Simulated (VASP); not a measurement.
A run of VASP 6.6.1 is set up as follows.

INCAR

```
SYSTEM = LuHg
PREC = Accurate ; ENCUT = 520
EDIFF = 1E-8 ; ISMEAR = -1
SIGMA = 0.05 ; LREAL = .False.
LASPH = .True. ; NELM = 60
ALGO = Normal ; ISIF = 2
LWAVE = .False. ; LCHARG = .False.
GGA = CA ; LEFG = .True.
NBANDS = 26
```

The input KPOINTS:

```
Automatic mesh
0
Gamma
  10 10 10
  0 0 0
```

File POSCAR:

```
LuHg
1.0
    3.6791400000      0.0000000000      0.0000000000
    0.0000000000      3.6791400000      0.0000000000
    0.0000000000      0.0000000000      3.6070000000
Lu Hg
1 1
Direct
    0.5000000000      0.5000000000      0.5000000000
    0.0000000000      0.0000000000      0.0000000000
```

Potentials or basis: VASP PAW PBE potentials, release 64 (Lu, Hg).

Launch:

```sh
$ cat potpaw_PBE.64/Lu/POTCAR potpaw_PBE.64/Hg/POTCAR > POTCAR
$ mpirun -np 1 vasp_std > vasp.out
```

**Question.** Estimate the pressure.

**Answer.** -6.2 GPa.

Electric field gradients, principal values (V/Å²):
```csv
atom,least,middle,greatest (by size)
1 Lu,0.286,0.286,-0.572
2 Hg,-3.597,-3.597,7.194
```

Caveat: the cell differs from its parent crystal (equal xx and yy strain of +2 %); without QUAD_EFG the Cq values of the log hold for a quadrupole moment of 1 mb, not for the nuclei; the PAW data sets were made with another functional, which shifts forces and pressure a little.
